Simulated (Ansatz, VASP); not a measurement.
**One calculation of Mn3Cu, two programs**

Contents of INCAR:

```
SYSTEM = Mn3Cu
  PREC = Accurate
  ENCUT = 520
  EDIFF = 1E-6
  ISMEAR = 0
  SIGMA = 0.1
  LREAL = .FALSE.
  LASPH = .TRUE.
  NELM = 60
  ALGO = Fast
  ISIF = 2
  LWAVE = .FALSE.
  LCHARG = .TRUE.
  GGA = PS
  LELF = .TRUE.
  LVHAR = .TRUE.
  NBANDS = 33
```

Contents of KPOINTS:

```
regular mesh
0
G
  12 12 12
  0 0 0
```

File POSCAR:

```
Mn3Cu
1.0
    3.4823879964      0.0000000000      0.0000000000
    0.0000000000      3.4823879964      0.0000000000
    0.0000000000      0.0000000000      3.4823879964
Mn Cu
3 1
Direct
    0.0000000000      0.5000000000      0.5000000000
    0.5000000000      0.0000000000      0.5000000000
    0.5000000000      0.5000000000      0.0000000000
    0.0000000000      0.0000000000      0.0000000000
```

Input for Ansatz:

```yaml
crystal:
  lattice:
    - [3.4823879964, 0.0, 0.0]
    - [0.0, 3.4823879964, 0.0]
    - [0.0, 0.0, 3.4823879964]
  atoms:
    - { symbol: Mn, position: [0.0, 0.5, 0.5] }
    - { symbol: Mn, position: [0.5, 0.0, 0.5] }
    - { symbol: Mn, position: [0.5, 0.5, 0.0] }
    - { symbol: Cu, position: [0.0, 0.0, 0.0] }
basis:
  ecutwfc: 420
kpoints:
  mp_grid: { grid: [12, 12, 12] }
hamiltonian:
  xc: pbesol
scf:
  occupations: { method: gaussian, width: 0.1 }
  lower_state_search: "off"
output:
  forces: true
  stress: true
  eigenvalues: true
```

Alike in both runs: task single point; functional PBEsol; k mesh 12 × 12 × 12; occupations gaussian, width 0.1 eV; no spin polarisation.

|  | VASP | Ansatz |
| --- | --- | --- |
| version | VASP 6.6.1 | Ansatz 0.2.0 |
| potentials or method | VASP PAW PBE potentials, release 64 (Mn_pv, Cu), cutoff 520 eV | scalar-relativistic, plane waves, PAW |
| valence electrons in the cell | 50 | 64 |

```tsv
	VASP	Ansatz	Ansatz less VASP
gap on the k mesh at the Fermi level (eV)	none	none	-
pressure (GPa)	-0.5	-0.9	-0.35
```

VASP's potentials were made for PBE, not for PBEsol. A gap of «none» marks a metal or a gap that the smearing closes. VASP's potentials hold 50 valence electrons a cell and Ansatz's 64, so a difference there can come from the potentials and not from the codes.
